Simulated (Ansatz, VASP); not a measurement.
AgCl: VASP beside Ansatz

File INCAR:

```
PREC = Accurate ; ENCUT = 520
EDIFF = 1E-6 ; ISMEAR = -1
SIGMA = 0.03 ; LREAL = False
LASPH = True ; NELM = 100
ALGO = Normal ; ISIF = 2
LWAVE = False ; LCHARG = True
GGA = PS ; LELF = True
LVHAR = True ; NBANDS = 26
```

File KPOINTS:

```
regular mesh
0
Gamma
  9 9 8
```

POSCAR

```
AgCl
1.0
    1.9083278971     -5.6677271405      0.0000000000
    1.9083278971      5.6677271405      0.0000000000
    0.0000000000      0.0000000000      3.9240373500
Ag Cl
2 2
Direct
    0.3965554000      0.6034446000      0.7500000000
    0.6034446000      0.3965554000      0.2500000000
    0.8654487300      0.1345512700      0.2500000000
    0.1345512700      0.8654487300      0.7500000000
```

Input for Ansatz:

```yaml
crystal:
  lattice:
    - [1.9083278971, -5.6677271405, 0.0]
    - [1.9083278971, 5.6677271405, 0.0]
    - [0.0, 0.0, 3.92403735]
  atoms:
    - { symbol: Ag, position: [0.3965554, 0.6034446, 0.75] }
    - { symbol: Ag, position: [0.6034446, 0.3965554, 0.25] }
    - { symbol: Cl, position: [0.86544873, 0.13455127, 0.25] }
    - { symbol: Cl, position: [0.13455127, 0.86544873, 0.75] }
kpoints:
  mp_grid: { grid: [9, 9, 8] }
  band_path:
    path:
      - [0.0, 0.0, 0.0]
      - [-0.5, 0.5, 0.0]
      - [-0.2783418463, 0.7216581537, 0.0]
      - [0.2783418463, 0.2783418463, 0.0]
      - [0.0, 0.0, 0.0]
      - [0.0, 0.0, 0.5]
      - [0.2783418463, 0.2783418463, 0.5]
      - [-0.2783418463, 0.7216581537, 0.5]
      - [-0.5, 0.5, 0.5]
    npoints: 5
scf:
  occupations: { method: fermi_dirac, width: 0.03 }
hamiltonian:
  xc: pbesol
  pseudopotentials: { kind: all_electron, lapw: { basis_error: 0.001 } }
output:
  forces: true
  stress: true
  eigenvalues: true
```

Change from the starting cell: equal xx and yy strain of +2 %.

Alike in both runs: task single point; functional PBEsol; k mesh 9 × 9 × 8; occupations fermi-dirac, width 0.03 eV; no spin polarisation.

```csv
,VASP,Ansatz
version,VASP 6.6.1,Ansatz 0.2.0
potentials or method,"VASP PAW PBE potentials, release 64 (Ag, Cl), cutoff 520 eV","all-electron LAPW, scalar-relativistic"
```

VASP gave:

| Item | Value |
| --- | --- |
| pressure (GPa) | -4.5 |
| traceless stress, the component that is largest in VASP (GPa) | 1.01 |
| rms of the force components (eV/Å) | 0.022 |

**Question.** Which values does Ansatz return?

**Answer.** Pressure (GPa): -4.4; traceless stress, the component that is largest in VASP (GPa): 0.98; rms of the force components (eV/Å): 0.020.

VASP's potentials were made for PBE, not for PBEsol. Atom by atom the forces differ by 0.002 eV/Å (rms over components). Ansatz ran all-electron here, and VASP with PAW potentials.
